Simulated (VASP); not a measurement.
# MoS2 (P-3m1) in VASP: further runs, part 2 of 2

VASP 6.6.1.

### Step 3. Single point, r2SCAN

File POSCAR:

```
MoS2
1.0
    3.2274645600      0.0000000000      0.0000000000
   -1.6137322800      2.7950663000      0.0000000000
    0.0000000000      0.0000000000      6.3124734200
Mo S
1 2
Direct
    0.0000000000      0.0000000000      0.5000000000
    0.3333333333      0.6666666667      0.2553193200
    0.6666666667      0.3333333333      0.7446806800
```

File INCAR.step1:

```
SYSTEM = MoS2
ALGO     = Normal         ! electronic algorithm
EDIFF    = 1E-4           ! SCF threshold, eV
ENCUT    = 520            ! plane-wave cutoff, eV
GGA      = PE             ! functional
ISMEAR   = -1             ! smearing method
LASPH    = .True.         ! aspherical terms in the spheres
LCHARG   = .False.        ! write CHGCAR
LREAL    = .False.        ! projectors in reciprocal space
LWAVE    = .True.         ! write WAVECAR
NBANDS   = 20             ! bands
NELM     = 60             ! most SCF steps
PREC     = Accurate       ! precision mode
SIGMA    = 0.05           ! smearing width, eV
```

File INCAR.step2:

```
SYSTEM = MoS2
ALGO     = Normal         ! electronic algorithm
EDIFF    = 1E-6           ! SCF threshold, eV
ENCUT    = 520            ! plane-wave cutoff, eV
ISIF     = 2              ! what is computed and relaxed
ISMEAR   = -1             ! smearing method
ISTART   = 1            
LASPH    = .True.         ! aspherical terms in the spheres
LCHARG   = .False.        ! write CHGCAR
LMIXTAU  = .True.       
LREAL    = .False.        ! projectors in reciprocal space
LWAVE    = .False.        ! write WAVECAR
METAGGA  = R2SCAN         ! meta-GGA
NBANDS   = 20             ! bands
NELM     = 60             ! most SCF steps
PREC     = Accurate       ! precision mode
SIGMA    = 0.05           ! smearing width, eV
```

File KPOINTS:

```
k-points
0
Gamma
  4 4 2
  0 0 0
```

Potentials or basis: VASP PAW PBE potentials, release 64 (Mo_sv, S).

The run is started by

```
cat potpaw_PBE.64/Mo_sv/POTCAR potpaw_PBE.64/S/POTCAR > POTCAR
cp INCAR.step1 INCAR
mpirun -np 1 vasp_std > vasp.out
cp INCAR.step2 INCAR
mpirun -np 1 vasp_std > vasp.out
```

OUTCAR:

```text
SYSTEM = MoS2
   EDIFF = 1E-6
   ENCUT = 520
   ISIF = 2
   ISMEAR = -1
   ISTART = 1
   LASPH = .True.
   LREAL = .False.
   METAGGA = R2SCAN
   NELM = 60
   PREC = Accurate

 ion  position               nearest neighbor table
   1  0.000  0.000  0.500-   2 2.42   3 2.42   3 2.42   2 2.42   3 2.42   2 2.42
   2  0.333  0.667  0.255-   1 2.42   1 2.42   1 2.42
   3  0.667  0.333  0.745-   1 2.42   1 2.42   1 2.42

  LATTYP: Found a hexagonal cell.
 ALAT       =     3.2274645600
 C/A-ratio  =     1.9558614208

  Lattice vectors:
[... 355 lines left out ...]

  FORCE on cell =-STRESS in cart. coord.  units (eV):
  Direction    XX          YY          ZZ          XY          YZ          ZX
  --------------------------------------------------------------------------------------
  -------------------------------------------------------------------------------------
  Total        0.7397032      0.7397032     -0.6114574      0.0000000      0.0000000     -0.0000000
  in kB       20.8120528     20.8120528    -17.2037689      0.0000000      0.0000000     -0.0000000
  external PRESSURE =       8.1401122 kB  Pullay stress =       0.0000000 kB

 VOLUME and BASIS-vectors are now :
 -----------------------------------------------------------------------------
  energy-cutoff  :      520.00
  volume of cell :       56.94
      direct lattice vectors                 reciprocal lattice vectors
     3.227464560  0.000000000  0.000000000     0.309840738  0.178886633  0.000000000
    -1.613732280  2.795066300  0.000000000     0.000000000  0.357773266  0.000000000
     0.000000000  0.000000000  6.312473420     0.000000000  0.000000000  0.158416509

 POSITION                                       TOTAL-FORCE (eV/Angst)
 -----------------------------------------------------------------------------------
      0.00000      0.00000      3.15624         0.000000      0.000000      0.000000
     -0.00000      1.86338      1.61170        -0.000000      0.000000      0.165196
      1.61373      0.93169      4.70078         0.000000      0.000000     -0.165196
 -----------------------------------------------------------------------------------
    total drift:                                0.000000     -0.000000      0.000000

  FREE ENERGIE OF THE ION-ELECTRON SYSTEM (eV)
  ---------------------------------------------------
  free  energy   TOTEN  =       -44.0734312237 eV

  energy  without entropy=      -44.0366730567  energy(sigma->0) =      -44.05505214
```

OUTCAR.step1:

```text
SYSTEM = MoS2
   EDIFF = 1E-4
   ENCUT = 520
   GGA = PE
   ISMEAR = -1
   LASPH = .True.
   LREAL = .False.
   NELM = 60
[... 387 lines left out ...]
      0.00000      0.00000      3.15624         0.000000      0.000000      0.000000
     -0.00000      1.86338      1.61170        -0.000000      0.000000     -0.053707
      1.61373      0.93169      4.70078         0.000000     -0.000000      0.053707
 -----------------------------------------------------------------------------------
    total drift:                                0.000000     -0.000000      0.000000

  FREE ENERGIE OF THE ION-ELECTRON SYSTEM (eV)
  ---------------------------------------------------
  free  energy   TOTEN  =       -20.9183793684 eV

  energy  without entropy=      -20.8795061825  energy(sigma->0) =      -20.89894278
```

OSZICAR.step1:

```text
N       E                     dE             d eps       ncg     rms          rms(c)
DAV:   1     0.185810681611E+03    0.18581E+03   -0.15025E+04   336   0.123E+03
DAV:   2    -0.146336207164E+02   -0.20044E+03   -0.19501E+03   400   0.315E+02
DAV:   3    -0.224964175343E+02   -0.78628E+01   -0.77892E+01   396   0.584E+01
DAV:   4    -0.225988647158E+02   -0.10245E+00   -0.10223E+00   372   0.696E+00
DAV:   5    -0.226006402197E+02   -0.17755E-02   -0.17754E-02   416   0.883E-01    0.226E+01
DAV:   6    -0.214869683872E+02    0.11137E+01   -0.14160E+01   336   0.210E+01    0.950E+00
DAV:   7    -0.210947576163E+02    0.39221E+00   -0.55698E+00   332   0.131E+01    0.602E+00
DAV:   8    -0.209179962825E+02    0.17676E+00   -0.81649E-01   356   0.509E+00    0.182E+00
DAV:   9    -0.209210679837E+02   -0.30717E-02   -0.46682E-02   364   0.125E+00    0.767E-01
DAV:  10    -0.209183958645E+02    0.26721E-02   -0.21832E-02   340   0.903E-01    0.181E-01
DAV:  11    -0.209183793684E+02    0.16496E-04   -0.91994E-04   368   0.208E-01
   1 F= -.20918379E+02 E0= -.20898943E+02  d E =-.388732E-01
```

It took 61 s on 1 thread of AMD EPYC 7R13 (Zen 3), shared host; peak memory 0.14 GiB.

Results:

| Property | Result |
| --- | --- |
| Free energy | -44.0734 eV |
| Pressure | 0.8 GPa |
| Largest force | 0.165 eV/Å |
| Band gap on the k mesh | zero (band 13 reaches 6.79 eV, above the bottom of band 14 at 6.38 eV) |

Forces in eV/Å, atoms in the order of the input:
```
Mo   0.000  0.000  0.000
S    0.000  0.000  0.165
S    0.000  0.000 -0.165
```

Caveat: the k points lie up to 0.56 Å⁻¹ apart; the PAW data sets were made with another functional, which shifts forces and pressure a little.

### Step 4. Single point, r2SCAN

POSCAR is that of step 3.

File INCAR.step1:

```
SYSTEM = MoS2
PREC = Accurate ; ENCUT = 520
ISMEAR = -1 ; SIGMA = 0.05
LREAL = .FALSE. ; LASPH = .TRUE.
NELM = 100 ; NBANDS = 20
GGA = PE ; ALGO = Normal
EDIFF = 1E-4 ; LWAVE = .TRUE.
LCHARG = .FALSE.
```

File INCAR.step2:

```
SYSTEM = MoS2
PREC = Accurate ; ENCUT = 520
EDIFF = 1E-6 ; ISMEAR = -1
SIGMA = 0.05 ; LREAL = .FALSE.
LASPH = .TRUE. ; NELM = 100
ALGO = Normal ; ISIF = 2
LWAVE = .FALSE. ; LCHARG = .FALSE.
METAGGA = R2SCAN ; LMIXTAU = .TRUE.
NBANDS = 20 ; ISTART = 1
```

File KPOINTS:

```
regular mesh
0
G
  5 5 2
  0 0 0
```

The run is started by

```
cat potpaw_PBE.64/Mo_sv/POTCAR potpaw_PBE.64/S/POTCAR > POTCAR
cp INCAR.step1 INCAR
mpirun -np 1 vasp_std > vasp.out
cp INCAR.step2 INCAR
mpirun -np 1 vasp_std > vasp.out
```

It took 79 s on 1 thread of AMD EPYC 7R13 (Zen 3), shared host; peak memory 0.14 GiB.

It converged, with:

| Item | Value |
| --- | --- |
| Free energy | -44.1507 eV |
| Pressure | 0.1 GPa |
| Largest force | 0.070 eV/Å |
| Band gap on the k mesh | zero (band 13 reaches 6.69 eV, above the bottom of band 14 at 6.35 eV) |

Forces on the atoms (eV/Å):
```
Mo   0.000  0.000  0.000
S    0.000  0.000  0.070
S    0.000  0.000 -0.070
```

Stress tensor (GPa, compression positive):
```
 0.82  0.00  0.00
 0.00  0.82  0.00
 0.00  0.00 -1.29
```

Levels at points of the mesh, in eV from the Fermi level:
| k point | band 9 | band 10 | band 11 | band 12 | band 13 | band 14 | band 15 | band 16 | band 17 | band 18 |
| --- | --- | --- | --- | --- | --- | --- | --- | --- | --- | --- |
| (0.00, 0.00, 0.00) | -4.10 | -1.86 | -0.91 | -0.83 | -0.83 | -0.26 | -0.26 | 3.51 | 3.51 | 6.80 |
| (0.00, 0.00, 0.50) | -4.09 | -3.64 | -0.84 | -0.84 | -0.33 | -0.33 | 0.09 | 3.67 | 3.67 | 6.71 |

Caveat: the k points lie up to 0.50 Å⁻¹ apart; the PAW data sets were made with another functional, which shifts forces and pressure a little.

### Step 5. Summary

| k mesh | gap on the mesh (eV) | pressure (GPa) | largest force (eV/Å) |
| --- | --- | --- | --- |
| 3 × 3 × 2 | none | 0.2 | 0.37 |
| 4 × 4 × 2 | none | 0.8 | 0.17 |
| 5 × 5 × 2 | none | 0.1 | 0.07 |

Alike in all rows: task single point; level r2SCAN; potentials or basis VASP PAW PBE potentials, release 64 (Mo_sv, S); no spin polarisation; cell as given; cutoff (eV) 520; smearing fermi-dirac 0.05 eV.

Caveats: all runs use coarse meshes; the PAW data sets were made with another functional, which shifts forces and pressure a little.

Absolute energies hang on the potentials; compare differences alone.
